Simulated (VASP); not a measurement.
# CdS (P6_3/mmc) in VASP: relaxation of cell and atoms with PBE

Aim: the relaxation of cell and atoms of CdS with PBE.

Program: VASP 6.6.1. These are calculated values, not measurements. Logs are shortened: lines on timing, memory, paths and dates and some standing lists are left out, and cuts for length are marked.

### Step 1. The cell of the first run

The structure is hexagonal, space group P6_3/mmc (No. 194). The conventional cell has a = 4.043 Å, b = 4.043 Å, c = 6.202 Å, α = 90.00°, β = 90.00°, γ = 120.00°. Cd (site symmetry -3m) has 6 S at 2.80 Å and 2 Cd at 3.10 Å within 3.7 Å. Within 3.7 Å of S (site symmetry -6m2) lie 6 Cd at 2.80 Å.

The cell was generated, and may not be a known phase.

### Step 2. Relaxation of cell and atoms, PBE

File INCAR:

```
PREC = Accurate
ENCUT = 600
EDIFF = 1E-6
ISMEAR = 0
SIGMA = 0.02
LREAL = F
LASPH = T
NELM = 100
ALGO = Normal
ISIF = 3
LWAVE = F
LCHARG = F
GGA = PE
IBRION = 2
NSW = 100
EDIFFG = -0.01
```

File KPOINTS:

```
regular mesh
0
Gamma
  12 12 6
```

File POSCAR:

```
CdS
1.0
    4.0430665000      0.0000000000      0.0000000000
   -2.0215332500      3.5013983000      0.0000000000
    0.0000000000      0.0000000000      6.2019113700
Cd S
2 2
Direct
    0.0000000000      0.0000000000      0.0000000000
    0.0000000000      0.0000000000      0.5000000000
    0.3333333300      0.6666666700      0.2500000000
    0.6666666700      0.3333333300      0.7500000000
```

Potentials or basis: VASP PAW PBE potentials, release 64 (Cd, S).

The run is started by

```sh
> cat potpaw_PBE.64/Cd/POTCAR potpaw_PBE.64/S/POTCAR > POTCAR
> mpirun -np 1 vasp_std > vasp.out
```

OUTCAR:

```text
PREC = Accurate
   ENCUT = 600
   EDIFF = 1E-6
   ISMEAR = 0
   LREAL = F
   LASPH = T
   NELM = 100
   ISIF = 3
   GGA = PE
   IBRION = 2
   NSW = 100
   EDIFFG = -0.01

 ion  position               nearest neighbor table
   1  0.000  0.000  0.000-   3 2.80   4 2.80   4 2.80   3 2.80   4 2.80   3 2.80   2 3.10   2 3.10

   2  0.000  0.000  0.500-   3 2.80   4 2.80   4 2.80   3 2.80   4 2.80   3 2.80   1 3.10   1 3.10

   3  0.333  0.667  0.250-   1 2.80   2 2.80   1 2.80   2 2.80   1 2.80   2 2.80
   4  0.667  0.333  0.750-   1 2.80   2 2.80   1 2.80   2 2.80   1 2.80   2 2.80

  LATTYP: Found a hexagonal cell.
 ALAT       =     4.0430665000
 C/A-ratio  =     1.5339622462

  Lattice vectors:

 A1 = (   4.0430665000,   0.0000000000,   0.0000000000)
 A2 = (  -2.0215332500,   3.5013983000,   0.0000000000)
 A3 = (   0.0000000000,   0.0000000000,   6.2019113700)

Analysis of symmetry for initial positions (statically):
=====================================================================
 Subroutine PRICEL returns:
 Original cell was already a primitive cell.

 Routine SETGRP: Setting up the symmetry group for a
 hexagonal supercell.

 Subroutine GETGRP returns: Found 24 space group operations
 (whereof 12 operations were pure point group operations)
 out of a pool of 24 trial point group operations.

The static configuration has the point symmetry D_3d.
 The point group associated with its full space group is D_6h.

Analysis of symmetry for dynamics (positions and initial velocities):
=====================================================================
 Subroutine PRICEL returns:
 Original cell was already a primitive cell.

 Routine SETGRP: Setting up the symmetry group for a
 hexagonal supercell.

 Subroutine GETGRP returns: Found 24 space group operations
 (whereof 12 operations were pure point group operations)
 out of a pool of 24 trial point group operations.

The dynamic configuration has the point symmetry D_3d.
 The point group associated with its full space group is D_6h.

 Subroutine INISYM returns: Found 24 space group operations
 (whereof 12 operations are pure point group operations),
 and found     1 'primitive' translations

----------------------------------------------------------------------------------------

                                     Primitive cell

  volume of cell :      87.7967

  direct lattice vectors                    reciprocal lattice vectors
     4.043066500  0.000000000  0.000000000     0.247337015  0.142800092  0.000000000
    -2.021533250  3.501398300  0.000000000     0.000000000  0.285600184  0.000000000
     0.000000000  0.000000000  6.201911370     0.000000000  0.000000000  0.161240614

  length of vectors
     4.043066500  4.043066502  6.201911370     0.285600184  0.285600184  0.161240614

  position of ions in fractional coordinates (direct lattice)
     0.000000000  0.000000000  0.000000000
     0.000000000  0.000000000  0.500000000
     0.333333330  0.666666670  0.250000000
     0.666666670  0.333333330  0.750000000

  ion indices of the primitive-cell ions
   primitive index   ion index
                 1           1
                 2           2
                 3           3
                 4           4

----------------------------------------------------------------------------------------

 KPOINTS: regular mesh

Automatic generation of k-mesh.
 Grid dimensions read from file:
 generate k-points for:   12   12    6

 Generating k-lattice:

  Cartesian coordinates                     Fractional coordinates (reciprocal lattice)
     0.020611418  0.011900008  0.000000000     0.083333333  0.000000000  0.000000000
     0.000000000  0.023800015  0.000000000     0.000000000  0.083333333  0.000000000
     0.000000000  0.000000000  0.026873436     0.000000000  0.000000000  0.166666667

  Length of vectors
     0.023800015  0.023800015  0.026873436

  Shift w.r.t. Gamma in fractional coordinates (k-lattice)
     0.000000000  0.000000000  0.000000000

 Subroutine IBZKPT returns following result:
 ===========================================

 Found     76 irreducible k-points:

 Following reciprocal coordinates:
            Coordinates               Weight
  0.000000  0.000000  0.000000      1.000000
  0.083333  0.000000  0.000000      6.000000
  0.166667  0.000000  0.000000      6.000000
  0.250000  0.000000  0.000000      6.000000
  0.333333  0.000000  0.000000      6.000000
  0.416667  0.000000  0.000000      6.000000
[... 16 lines left out ...]
  0.250000  0.000000  0.166667     12.000000
  0.333333  0.000000  0.166667     12.000000
 [... further k-points ...]
   k-points           NKPTS =     76   k-points in BZ     NKDIM =     76   number of bands    NBANDS=     22
   number of dos      NEDOS =    301   number of ions     NIONS =      4
   total plane-waves  NPLWV =  51200
   dimension x,y,z NGX =    32 NGY =   32 NGZ =   50
   dimension x,y,z NGXF=    64 NGYF=   64 NGZF=  100
   ions per type =               2   2
   NGX,Y,Z   is equivalent  to a cutoff of  13.16, 13.16, 13.40 a.u.
   NGXF,Y,Z  is equivalent  to a cutoff of  26.32, 26.32, 26.81 a.u.
 SYSTEM =  unknown system
   PREC   = accura    normal or accurate (medium, high low for compatibility)
   ISTART =      0    job   : 0-new  1-cont  2-samecut
   ICHARG =      2    charge: 1-file 2-atom 10-const
   ISPIN  =      1    spin polarized calculation?
   LNONCOLLINEAR =      F non collinear calculations
   LSORBIT =      F    spin-orbit coupling
   LASPH  =      T    aspherical Exc in radial PAW
   ENCUT  =  600.0 eV  44.10 Ry    6.64 a.u.   8.08  8.08 12.39*2*pi/ulx,y,z
   NELM   =    100;   NELMIN=  2; NELMDL= -5     # of ELM steps
   EDIFF  = 0.1E-05   stopping-criterion for ELM
   LREAL  =      F    real-space projection
   EDIFFG = -.1E-01   stopping-criterion for IOM
   NSW    =    100    number of steps for IOM
   IBRION =      2    ionic relax: 0-MD 1-quasi-New 2-CG
   NFREE  =      1    steps in history (QN), initial steepest desc. (CG)
   ISIF   =      3    stress and relaxation
   ISYM   =      2    0-nonsym 1-usesym 2-fastsym
   POTIM  = 0.5000    time-step for ionic-motion
   TEBEG  =    0.0;   TEEND  =   0.0 temperature during run
   PSTRESS=    0.0 pullay stress
   NELECT =      36.0000    total number of electrons
   NUPDOWN=      -1.0000    fix difference up-down
   EMIN   =  10.00;   EMAX   =-10.00  energy-range for DOS
   EFERMI =   0.00;   METHOD = LEGACY
   ISMEAR =     0;   SIGMA  =   0.02  broadening in eV -4-tet -1-fermi 0-gaus
   EFERMI_NEDOS =   21; number of points for ismear=-14 and -15
   IALGO  =     38    algorithm
   IMIX   =      4    mixing-type and parameters
     AMIX     =   0.40;   BMIX     =  1.00
     AMIX_MAG =   1.60;   BMIX_MAG =  1.00
  volume/ion in A,a.u.               =      21.95       148.12
  Fermi-wavevector in a.u.,A,eV,Ry     =   1.216232  2.298345 20.126006  1.479220
  Thomas-Fermi vector in A             =   2.351593
   LORBIT       =      0    0 simple, 1 ext, 2 COOP (PROOUT), +10 PAW based schemes
   GGA     = PE    functional components
   LHFCALC =     F    Hartree Fock is set to
   AEXX    =    0.0000 exact exchange contribution
   IVDW    =     0    specifies the selected vdW correction
   LEPSILON=     F    determine dielectric tensor
   LRPA    =     F    only Hartree local field effects (RPA)
 conjugate gradient relaxation of ions
 non-spin polarized calculation
 Gauss-broadening in eV      SIGMA  =   0.02
  energy-cutoff  :      600.00
  volume of cell :       87.80
 maximum number of plane-waves:      2966
   NGX = 17   NGY = 17   NGZ = 25

--------------------------------------- Ionic step        1  -------------------------------------------

 number of electron      36.0000004 magnetization

 Free energy of the ion-electron system (eV)
  ---------------------------------------------------
  ext. energy  EPLUGINS =         0.00000000
  ---------------------------------------------------
  free energy    TOTEN  =       -11.48507629 eV

  energy without entropy =      -11.48507629  energy(sigma->0) =      -11.48507629

------------------------ aborting loop because EDIFF is reached ----------------------------------------

  FORCE on cell =-STRESS in cart. coord.  units (eV):
  Direction    XX          YY          ZZ          XY          YZ          ZX
  --------------------------------------------------------------------------------------
  -------------------------------------------------------------------------------------
  Total       -2.0806373     -2.0806373      0.9784482      0.0000000      0.0000000      0.0000000
  in kB      -37.9689874    -37.9689874     17.8554365      0.0000000      0.0000000      0.0000000
  external PRESSURE =     -19.3608461 kB  Pullay stress =       0.0000000 kB
[... 137 lines left out ...]
  energy  without entropy=      -11.5923705587  energy(sigma->0) =      -11.59237056

--------------------------------------- Ionic step        5  -------------------------------------------

 number of electron      36.0000012 magnetization

 Free energy of the ion-electron system (eV)
  ---------------------------------------------------
  ext. energy  EPLUGINS =         0.00000000
  ---------------------------------------------------
  free energy    TOTEN  =       -11.59239056 eV

  energy without entropy =      -11.59239056  energy(sigma->0) =      -11.59239056

 E-fermi :   2.7171     XC(G=0): -10.2025

 val. band max:        2.6060912632   @ k =   0.0000   0.0000   0.0000
 cond. band min:       3.1269742007   @ k =   0.0000   0.0000   0.0000
 fundamental gap:      0.5208829375
 Fermi energy:         2.7170598661

 k-point     1 :       0.0000    0.0000    0.0000
  band No.  band energies     occupation
      1     -10.0143      2.00000
      2      -9.0024      2.00000
      3      -5.3999      2.00000
      4      -5.3368      2.00000
      5      -5.3368      2.00000
      6      -5.0282      2.00000
[... 574 lines left out ...]
      6      -5.1366      2.00000
[... 14 lines left out ...]
     21       7.3435      0.00000
     22       9.2366      0.00000

 [... further k-points ...]

------------------------ aborting loop because EDIFF is reached ----------------------------------------

  FORCE on cell =-STRESS in cart. coord.  units (eV):
  Direction    XX          YY          ZZ          XY          YZ          ZX
  --------------------------------------------------------------------------------------
  -------------------------------------------------------------------------------------
  Total       -0.0070679     -0.0070679     -0.0059483      0.0000000      0.0000000      0.0000000
  in kB       -0.1336012     -0.1336012     -0.1124382      0.0000000      0.0000000      0.0000000
  external PRESSURE =      -0.1265469 kB  Pullay stress =       0.0000000 kB
[... 19 lines left out ...]
  FREE ENERGIE OF THE ION-ELECTRON SYSTEM (eV)
  ---------------------------------------------------
  free  energy   TOTEN  =       -11.5923905642 eV

  energy  without entropy=      -11.5923905642  energy(sigma->0) =      -11.59239056

 reached required accuracy - stopping structural energy minimisation
```

It took 7.4 min on 1 thread of Oxide Virtual Turin-like, shared host; peak memory 0.3 GiB.

Results:

```yaml
Free_energy: -11.5924 eV
Relaxed_volume: 21.19 Å³/atom
Relaxed_cell: a = 3.884 Å, b = 3.884 Å, c = 6.487 Å, α = 90.00°, β = 90.00°, γ = 120.00°
Space_group_after_relaxing_to_0.1_Å: P6_3/mmc (No. 194)
Energy_gained_by_relaxing: 26.8 meV/atom
Ionic_steps: 5
Pressure_after_relaxing: 0.0 GPa
Band_gap_on_the_k_mesh: 0.52 eV
```

The path:
```tsv
step	energy change (eV)	largest force (eV/Å)	pressure (GPa)	volume (Å³)
1	0.0000	0.0000	-1.94	87.80
2	-0.0770	0.0000	0.50	84.43
3	-0.0841	0.0000	1.65	83.12
4	-0.1073	0.0000	0.06	84.67
5	-0.1073	0.0000	-0.01	84.76
```

Final structure:
```yaml
crystal:
  lattice:
    - [3.88436, 0.00000, 0.00000]
    - [-1.94218, 3.36395, 0.00000]
    - [0.00000, 0.00000, 6.48663]
  atoms:
    - { symbol: Cd, position: [0.00000, 0.00000, 0.00000] }
    - { symbol: Cd, position: [0.00000, 0.00000, 0.50000] }
    - { symbol: S, position: [0.33333, 0.66667, 0.25000] }
    - { symbol: S, position: [0.66667, 0.33333, 0.75000] }
```

Caveat: semilocal functionals underestimate gaps, and a narrow one can read as zero. A k mesh can miss the band edges.
